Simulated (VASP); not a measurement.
Set up this calculation in VASP 6.6.1, as the native input.

```yaml
Task: single point
Functional: PBE
Potentials_or_basis: VASP PAW PBE potentials, release 64 (Nd_3, Tl_d, P), 4f in core
Cutoff: 500 eV
k_mesh: 3 × 3 × 4
Occupations: gaussian, width 0.2 eV
Spin: no spin polarisation
Dipole_correction: no
Further_INCAR_settings: ALGO = Normal; EDIFF = 1e-06; NBANDS = 35
```

The structure of NdTl2P3 lies in POSCAR:

```
NdTl2P3
1.0
    6.2750017535      0.0000000000      0.0000000000
   -3.1375008767      5.4343109273      0.0000000000
    0.0000000000      0.0000000000      4.3389119616
Nd Tl P
1 2 3
Direct
    0.0000000000      0.0000000000      0.0000000000
    0.3333333333      0.6666666667      0.0000000000
    0.6666666667      0.3333333333      0.0000000000
    0.5000000000      0.0000000000      0.5000000000
    0.0000000000      0.5000000000      0.5000000000
    0.5000000000      0.5000000000      0.5000000000
```

The cell was generated, and may not be a known phase.

One way to write it, as run:

INCAR

```
PREC = Accurate
ENCUT = 500
EDIFF = 1E-6
ISMEAR = 0
SIGMA = 0.2
LREAL = False
LASPH = True
NELM = 200
ALGO = Normal
ISIF = 2
LWAVE = False
LCHARG = True
GGA = PE
LELF = True
LVHAR = True
NBANDS = 35
GGA_COMPAT = False
LMAXMIX = 6
```

KPOINTS

```
Automatic mesh
0
Gamma
  3 3 4
```

Potentials or basis: VASP PAW PBE potentials, release 64 (Nd_3, Tl_d, P), 4f in core.

The run is started by

```console
$ cat potpaw_PBE.64/Nd_3/POTCAR potpaw_PBE.64/Tl_d/POTCAR potpaw_PBE.64/P/POTCAR > POTCAR
$ mpirun -np 1 vasp_std > vasp.out
```

It gave:

- Pressure: -0.1 GPa
- Band gap on the k mesh: zero (bands 26 and 27 overlap by 1.97 eV)

Caveat: the k points lie up to 0.39 Å⁻¹ apart, too coarse for converged energies and pressures of a metal; spin-orbit coupling is left out, which moves the levels of the heavy elements; the 4f electrons are frozen in the core, so they carry no moment and show no levels.

Wall time 40 s on 1 thread of AMD EPYC 7R13 Processor (Zen 3), with other jobs on the host, peak memory 0.24 GiB.
